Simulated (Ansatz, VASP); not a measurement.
Cd2Mo: VASP beside Ansatz

File INCAR:

```
PREC = Accurate
ENCUT = 600
EDIFF = 1E-7
ISMEAR = 0
SIGMA = 0.1
LREAL = False
LASPH = True
NELM = 100
ALGO = Fast
ISIF = 3
LWAVE = False
LCHARG = False
GGA = PE
IBRION = 2
NSW = 90
EDIFFG = -0.04
```

KPOINTS

```
Automatic mesh
0
Gamma
  6 6 6
```

Contents of POSCAR:

```
Cd2Mo
1.0
    4.7398035723      0.0000000000      0.0000000000
   -2.3699017861      4.1047903025      0.0000000000
    0.0000000000      0.0000000000      2.9141366160
Cd Mo
2 1
Direct
    0.3333333333      0.6666666667      0.5000000000
    0.6666666667      0.3333333333      0.5000000000
    0.0000000000      0.0000000000      0.0000000000
```

Input for Ansatz:

```yaml
crystal:
  lattice:
    - [4.7398035723, 0.0, 0.0]
    - [-2.3699017861, 4.1047903025, 0.0]
    - [0.0, 0.0, 2.914136616]
  atoms:
    - { symbol: Cd, position: [0.3333333333, 0.6666666667, 0.5] }
    - { symbol: Cd, position: [0.6666666667, 0.3333333333, 0.5] }
    - { symbol: Mo, position: [0.0, 0.0, 0.0] }
basis:
  ecutwfc: 420
kpoints:
  mp_grid: { grid: [6, 6, 6] }
hamiltonian:
  xc: pbe
scf:
  occupations: { method: gaussian, width: 0.1 }
  lower_state_search: "off"
output:
  forces: true
  stress: true
  eigenvalues: true
relax:
  adjacent_minimum: "off"
  f_tol: 0.04
  max_steps: 70
  cell: { stress_tol: 0.4 }
```

Alike in both runs: task relaxation of cell and atoms; functional PBE; k mesh 6 × 6 × 6; occupations gaussian, width 0.1 eV; no spin polarisation.

|  | VASP | Ansatz |
| --- | --- | --- |
| version | VASP 6.6.1 | Ansatz 0.2.0 |
| potentials or method | VASP PAW PBE potentials, release 64 (Cd, Mo_sv), cutoff 600 eV | scalar-relativistic, plane waves, PAW |
| valence electrons in the cell | 38 | 54 |

|  | VASP | Ansatz | Ansatz less VASP |
| --- | --- | --- | --- |
| gap on the k mesh at the Fermi level, each at its own relaxed structure (eV) | none | none | - |
| relaxed volume (Å³/atom) | 18.95 | 18.86 | -0.097 |
| relaxed length of the cell vector where the two differ most in proportion (Å) | 4.903 | 4.892 | -0.0103 |

A gap of «none» marks a metal or a gap that the smearing closes. VASP's potentials hold 38 valence electrons a cell and Ansatz's 54, so a difference there can come from the potentials and not from the codes.
